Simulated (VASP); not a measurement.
# PbF2 (Fm-3m) in VASP: G0W0 quasiparticle levels with LDA

Aim: the G0W0 quasiparticle levels of PbF2 with LDA.

All numbers are computed with VASP 6.6.1; they aren't measurements. Logs are shortened: lines on timing, memory, paths and dates and some standing lists are left out, and cuts for length are marked.

### 1 The cell of the first run

Symmetry: Fm-3m, No. 225, cubic system. The conventional cell has a = 5.921 Å, b = 5.921 Å, c = 5.921 Å, α = 90.00°, β = 90.00°, γ = 90.00°. Pb (site symmetry m-3m) has 8 F at 2.56 Å within 3.4 Å. Within 3.4 Å of F (site symmetry -43m) lie 4 Pb at 2.56 Å and 6 F at 2.96 Å.

### 2 G0W0 quasiparticle levels, LDA

The input, POSCAR:

```
PbF2
1.0
    0.0000000000      2.9604390429      2.9604390429
    2.9604390429      0.0000000000      2.9604390429
    2.9604390429      2.9604390429      0.0000000000
Pb F
1 2
Direct
    0.0000000000      0.0000000000      0.0000000000
    0.2500000000      0.2500000000      0.2500000000
    0.7500000000      0.7500000000      0.7500000000
```

The input, INCAR.step1:

```
SYSTEM = PbF2
  PREC = Accurate
  ENCUT = 500
  EDIFF = 1E-8
  ISMEAR = 0
  SIGMA = 0.01
  LREAL = .FALSE.
  LASPH = .TRUE.
  NELM = 80
  ALGO = Normal
  LWAVE = .TRUE.
  LCHARG = .FALSE.
```

The input, INCAR.step2:

```
SYSTEM = PbF2
  PREC = Accurate
  ENCUT = 500
  EDIFF = 1E-8
  ISMEAR = 0
  SIGMA = 0.01
  LREAL = .FALSE.
  LASPH = .TRUE.
  NELM = 1
  ALGO = Exact
  LWAVE = .TRUE.
  LCHARG = .FALSE.
  NBANDS = 75
  LOPTICS = .TRUE.
  ISTART = 1
```

The input, INCAR.step3:

```
SYSTEM = PbF2
  PREC = Accurate
  ENCUT = 500
  EDIFF = 1E-8
  ISMEAR = 0
  SIGMA = 0.01
  LREAL = .FALSE.
  LASPH = .TRUE.
  ALGO = EVGW0
  LWAVE = .FALSE.
  LCHARG = .FALSE.
  NELMGW = 1
  NBANDS = 75
  ENCUTGW = 80.0
  NOMEGA = 96
  PRECFOCK = Fast
  ISTART = 1
  NBANDSGW = 23
  OMEGAMAX = 30
```

The input, KPOINTS:

```
Automatic mesh
0
G
  4 4 4
  0 0 0
```

Potentials or basis: VASP PAW LDA potentials, release 64 (Pb_d_GW, F_GW).

On the command line:

```bash
> cat potpaw_LDA.64/Pb_d_GW/POTCAR potpaw_LDA.64/F_GW/POTCAR > POTCAR
> cp INCAR.step1 INCAR
> mpirun -np 1 vasp_std > vasp.out
> cp INCAR.step2 INCAR
> mpirun -np 1 vasp_std > vasp.out
> cp INCAR.step3 INCAR
> mpirun -np 1 vasp_std > vasp.out
```

OUTCAR:

```text
SYSTEM = PbF2
   PREC = Accurate
   ENCUT = 500
   EDIFF = 1E-8
   ISMEAR = 0
   LREAL = .FALSE.
   LASPH = .TRUE.
   NELMGW = 1
   ENCUTGW = 80.0
   PRECFOCK = Fast
   ISTART = 1

 ion  position               nearest neighbor table
   1  0.000  0.000  0.000-
   2  0.250  0.250  0.250-
   3  0.750  0.750  0.750-

  LATTYP: Found a face centered cubic cell.
 ALAT       =     5.9208780858

  Lattice vectors:

 A1 = (   0.0000000000,   2.9604390429,   2.9604390429)
 A2 = (   2.9604390429,   0.0000000000,   2.9604390429)
 A3 = (   2.9604390429,   2.9604390429,   0.0000000000)

Analysis of symmetry for initial positions (statically):
=====================================================================
 Subroutine PRICEL returns:
 Original cell was already a primitive cell.

 Routine SETGRP: Setting up the symmetry group for a
 face centered cubic supercell.

 Subroutine GETGRP returns: Found 48 space group operations
 (whereof 48 operations were pure point group operations)
 out of a pool of 48 trial point group operations.

The static configuration has the point symmetry O_h .

Analysis of symmetry for dynamics (positions and initial velocities):
=====================================================================
 Subroutine PRICEL returns:
 Original cell was already a primitive cell.

 Routine SETGRP: Setting up the symmetry group for a
 face centered cubic supercell.

 Subroutine GETGRP returns: Found 48 space group operations
 (whereof 48 operations were pure point group operations)
 out of a pool of 48 trial point group operations.

The dynamic configuration has the point symmetry O_h .

 Subroutine INISYM returns: Found 48 space group operations
 (whereof 48 operations are pure point group operations),
 and found     1 'primitive' translations

----------------------------------------------------------------------------------------

                                     Primitive cell

  volume of cell :      51.8918

  direct lattice vectors                    reciprocal lattice vectors
     0.000000000  2.960439043  2.960439043    -0.168893868  0.168893868  0.168893868
     2.960439043  0.000000000  2.960439043     0.168893868 -0.168893868  0.168893868
     2.960439043  2.960439043  0.000000000     0.168893868  0.168893868 -0.168893868

  length of vectors
     4.186693045  4.186693045  4.186693045     0.292532760  0.292532760  0.292532760

  position of ions in fractional coordinates (direct lattice)
     0.000000000  0.000000000  0.000000000
     0.250000000  0.250000000  0.250000000
     0.750000000  0.750000000  0.750000000

  ion indices of the primitive-cell ions
   primitive index   ion index
                 1           1
                 2           2
                 3           3

----------------------------------------------------------------------------------------

 KPOINTS: Automatic mesh

Automatic generation of k-mesh.
 Grid dimensions read from file:
 generate k-points for:    4    4    4

 Generating k-lattice:

  Cartesian coordinates                     Fractional coordinates (reciprocal lattice)
    -0.042223467  0.042223467  0.042223467     0.250000000  0.000000000  0.000000000
     0.042223467 -0.042223467  0.042223467     0.000000000  0.250000000  0.000000000
     0.042223467  0.042223467 -0.042223467     0.000000000  0.000000000  0.250000000

  Length of vectors
     0.073133190  0.073133190  0.073133190

  Shift w.r.t. Gamma in fractional coordinates (k-lattice)
     0.000000000  0.000000000  0.000000000

 Subroutine IBZKPT returns following result:
 ===========================================

 Found      8 irreducible k-points:

 Following reciprocal coordinates:
            Coordinates               Weight
  0.000000  0.000000  0.000000      1.000000
  0.250000  0.000000  0.000000      8.000000
  0.500000  0.000000  0.000000      4.000000
  0.250000  0.250000  0.000000      6.000000
  0.500000  0.250000  0.000000     24.000000
 -0.250000  0.250000  0.000000     12.000000
  0.500000  0.500000  0.000000      3.000000
 -0.250000  0.500000  0.250000      6.000000
   k-points           NKPTS =      8   k-points in BZ     NKDIM =     64   number of bands    NBANDS=     75
   number of dos      NEDOS =    301   number of ions     NIONS =      3
   total plane-waves  NPLWV =  32768
   dimension x,y,z NGX =    32 NGY =   32 NGZ =   32
   dimension x,y,z NGXF=    64 NGYF=   64 NGZF=   64
   ions per type =               1   2
   NGX,Y,Z   is equivalent  to a cutoff of  12.71, 12.71, 12.71 a.u.
   NGXF,Y,Z  is equivalent  to a cutoff of  25.41, 25.41, 25.41 a.u.
 SYSTEM =  PbF2
   PREC   = accura    normal or accurate (medium, high low for compatibility)
   ISTART =      1    job   : 0-new  1-cont  2-samecut
   ICHARG =      0    charge: 1-file 2-atom 10-const
   ISPIN  =      1    spin polarized calculation?
   LNONCOLLINEAR =      F non collinear calculations
   LSORBIT =      F    spin-orbit coupling
   LASPH  =      T    aspherical Exc in radial PAW
   ENCUT  =  500.0 eV  36.75 Ry    6.06 a.u.   7.63  7.63  7.63*2*pi/ulx,y,z
   NELM   =     60;   NELMIN=  2; NELMDL=  0     # of ELM steps
   EDIFF  = 0.1E-07   stopping-criterion for ELM
   LREAL  =      F    real-space projection
   EDIFFG = 0.1E-06   stopping-criterion for IOM
   NSW    =      0    number of steps for IOM
   IBRION =     -1    ionic relax: 0-MD 1-quasi-New 2-CG
   NFREE  =      0    steps in history (QN), initial steepest desc. (CG)
   ISIF   =      0    stress and relaxation
   ISYM   =      3    0-nonsym 1-usesym 2-fastsym
   POTIM  = 0.5000    time-step for ionic-motion
   TEBEG  =    0.0;   TEEND  =   0.0 temperature during run
   PSTRESS=    0.0 pullay stress
   NELECT =      30.0000    total number of electrons
   NUPDOWN=      -1.0000    fix difference up-down
   EMIN   =  10.00;   EMAX   =-10.00  energy-range for DOS
   EFERMI =   0.00;   METHOD = LEGACY
   ISMEAR =     0;   SIGMA  =   0.01  broadening in eV -4-tet -1-fermi 0-gaus
   EFERMI_NEDOS =   21; number of points for ismear=-14 and -15
   IALGO  =     38    algorithm
   IMIX   =      4    mixing-type and parameters
     AMIX     =   0.40;   BMIX     =  1.00
     AMIX_MAG =   1.60;   BMIX_MAG =  1.00
  volume/ion in A,a.u.               =      17.30       116.73
  Fermi-wavevector in a.u.,A,eV,Ry     =   1.363795  2.577199 25.305980  1.859937
  Thomas-Fermi vector in A             =   2.490167
   LORBIT       =      0    0 simple, 1 ext, 2 COOP (PROOUT), +10 PAW based schemes
   GGA     = CA    functional components
   LHFCALC =     T    Hartree Fock is set to
   PRECFOCK=fast      Normal, Fast or Accurate (Low or Medium for compatibility)
   ENCUT4O =  -1.0   cutoff for four orbital integrals eV
   NKREDX  =     1    reduce k-point grid by
   NKREDY  =     1    reduce k-point grid by
   NKREDZ  =     1    reduce k-point grid by
   AEXX    =    1.0000 exact exchange contribution
   HFSCREEN=    0.0000 screening length (either q_TF or 0.3 A-1)
   HFSCREENC=   0.0000 screening length for correlation (either q_TF or 0.3 A-1)
   ENCUTFOCK=  -1.0 apply spherical cutoff to Coloumb kernel
   IVDW    =     0    specifies the selected vdW correction
   LEPSILON=     F    determine dielectric tensor
   LRPA    =     F    only Hartree local field effects (RPA)
   LRPAFORCE           =     F    calculate RPA forces
   ENCUTGW             =  80.0    cutoff for response function in eV
   ENCUTGWSOFT         =  64.0    soft cutoff for Coulomb kernel in GW response function in eV
   ENCUTLF             =  -1.0    cutoff for local field effects
   NELMGW              =     1    number of iterations in solving QP/BSE equation
   NELMHF              =     1    number of iterations in the inner HF iteration
   NKREDLFX            =     1    NKREDLFY  =   1   NKREDLFZ  =   1
 non-spin polarized calculation
 Gauss-broadening in eV      SIGMA  =   0.01
  energy-cutoff  :      500.00
  volume of cell :       51.89
 maximum number of plane-waves:      1363
 NGX is ok and might be reduce to    32
  NGX = 18; NGY = 18; NGZ = 18
   NGX = 15   NGY = 15   NGZ = 15
 maximum number of plane-waves:        92
 NGX is ok and might be reduce to    14

 QP shifts <psi_nk| G(iteration)W_0 |psi_nk>: iteration 1
 for sc-GW calculations column KS-energies equals QP-energies in previous step
 and V_xc(KS)=  KS-energies - (<T + V_ion + V_H > + <T+V_H+V_ion>^1  + <V_x>^1)

 k-point   1 :       0.0000    0.0000    0.0000
  band No.  KS-energies  QP-energies   sigma(KS)   V_xc(KS)     V^pw_x(r,r')   Z            occupation Imag(sigma)

      1    -136.5016    -164.1546     -29.7221       6.2295     -36.1344       0.7692       2.0000       0.1243
      2     -20.9254     -24.1459     -26.4973     -21.7599     -36.0048       0.6798       2.0000       1.0459
      3     -20.2483     -23.4197     -27.5400     -22.7741     -37.1045       0.6654       2.0000       0.9170
      4     -14.4833     -23.7101     -21.0907      -9.9188     -25.3146       0.8259       2.0000       0.1977
      5     -14.4833     -23.7101     -21.0907      -9.9188     -25.3146       0.8259       2.0000       0.1977
      6     -14.4833     -23.7101     -21.0907      -9.9188     -25.3146       0.8259       2.0000       0.1977
[... 15 lines left out ...]
     22      17.0445      18.5610     -10.9975     -12.8228      -6.2942       0.8309       0.0000      -0.7244
     23      17.0445      18.5610     -10.9975     -12.8228      -6.2942       0.8309       0.0000      -0.7244

 k-point   2 :       0.2500    0.0000    0.0000
  band No.  KS-energies  QP-energies   sigma(KS)   V_xc(KS)     V^pw_x(r,r')   Z            occupation Imag(sigma)

      1    -136.5014    -164.2698     -29.7221       6.2310     -36.1344       0.7724       2.0000       0.1243
      2     -20.8048     -24.0276     -26.6794     -21.9377     -36.2080       0.6797       2.0000       1.0297
      3     -20.3541     -23.5579     -27.3445     -22.5577     -36.8931       0.6693       2.0000       0.9314
      4     -14.4644     -23.6986     -21.1068      -9.9028     -25.3088       0.8242       2.0000       0.1787
      5     -14.4644     -23.6986     -21.1068      -9.9028     -25.3088       0.8242       2.0000       0.1787
      6     -14.4036     -23.5551     -21.1377      -9.8198     -25.2332       0.8086       2.0000       0.0829
[... 15 lines left out ...]
     22      15.1991      16.3663      -8.1712      -9.5782      -3.9042       0.8295       0.0000      -0.3904
     23      17.1780      18.7380     -10.1054     -11.9794      -5.5149       0.8325       0.0000      -0.5879

 k-point   3 :       0.5000    0.0000    0.0000
  band No.  KS-energies  QP-energies   sigma(KS)   V_xc(KS)     V^pw_x(r,r')   Z            occupation Imag(sigma)

      1    -136.5012    -164.5335     -29.7221       6.2324     -36.1343       0.7797       2.0000       0.1243
      2     -20.6104     -23.8362     -26.9198     -22.1157     -36.4356       0.6715       2.0000       0.9761
      3     -20.5282     -23.7460     -27.1143     -22.3782     -36.6939       0.6794       2.0000       0.9800
      4     -14.4605     -23.6530     -21.0954      -9.8786     -25.2720       0.8195       2.0000       0.1553
      5     -14.4605     -23.6530     -21.0954      -9.8786     -25.2720       0.8195       2.0000       0.1553
      6     -14.3836     -23.6161     -21.1801      -9.8355     -25.2834       0.8138       2.0000       0.0976
[... 15 lines left out ...]
     22      13.8314      14.7844      -8.7933      -9.9452      -4.4976       0.8273       0.0000      -0.3935
     23      17.5471      19.2559      -8.0741     -10.1565      -3.7314       0.8206       0.0000      -0.2982
[... 85 lines left out ...]
      1    -136.5012    -164.5486     -29.7221       6.2327     -36.1343       0.7801       2.0000       0.1243
      2     -20.6139     -23.8564     -26.9990     -22.2681     -36.5819       0.6854       2.0000       1.0009
      3     -20.5023     -23.7383     -27.0716     -22.2422     -36.5925       0.6701       2.0000       0.9445
      4     -14.4484     -23.5044     -21.0653      -9.8137     -25.1650       0.8049       2.0000       0.1067
      5     -14.3878     -23.6975     -21.2056      -9.8856     -25.3672       0.8224       2.0000       0.1496
      6     -14.3878     -23.6975     -21.2056      -9.8856     -25.3672       0.8224       2.0000       0.1496
[... 15 lines left out ...]
     22      16.7884      18.1475      -7.2077      -8.8506      -3.0145       0.8272       0.0000      -0.3133
     23      16.7884      18.1475      -7.2077      -8.8506      -3.0145       0.8272       0.0000      -0.3133

 k-point   8 :      -0.2500    0.5000    0.2500
  band No.  KS-energies  QP-energies   sigma(KS)   V_xc(KS)     V^pw_x(r,r')   Z            occupation Imag(sigma)

      1    -136.5012    -164.5020     -29.7221       6.2320     -36.1343       0.7788       2.0000       0.1243
      2     -20.5592     -23.7944     -27.0349     -22.2570     -36.5884       0.6771       2.0000       0.9729
      3     -20.5592     -23.7944     -27.0349     -22.2570     -36.5884       0.6771       2.0000       0.9729
      4     -14.4313     -23.5491     -21.0924      -9.8134     -25.1873       0.8084       2.0000       0.0991
      5     -14.3979     -23.5509     -21.1387      -9.8154     -25.2302       0.8083       2.0000       0.0773
      6     -14.3878     -23.6972     -21.2043      -9.8855     -25.3673       0.8225       2.0000       0.1478
[... 15 lines left out ...]
     22      15.7038      17.1059      -8.6093     -10.2969      -4.2813       0.8308       0.0000      -0.3663
     23      17.9570      19.2956      -7.4666      -9.0325      -3.2060       0.8549       0.0000      -0.4710
```

Wall time 3 min (1 thread of AMD EPYC 9R45 (Zen 5), shared host); peak memory 0.54 GiB.

Results:

- Quasiparticle gap: 6.25 eV
- Least direct quasiparticle gap: 6.52 eV
- Band gap of the starting levels on the mesh: 4.22 eV
- Least direct gap of the starting levels on the mesh: 4.38 eV

Caveat: the k points lie up to 0.46 Å⁻¹ apart; bands, screening cutoff and mesh are small and nothing is extrapolated, so the quasiparticle values aren't converged; spin-orbit coupling is left out, which moves the levels of the heavy elements.
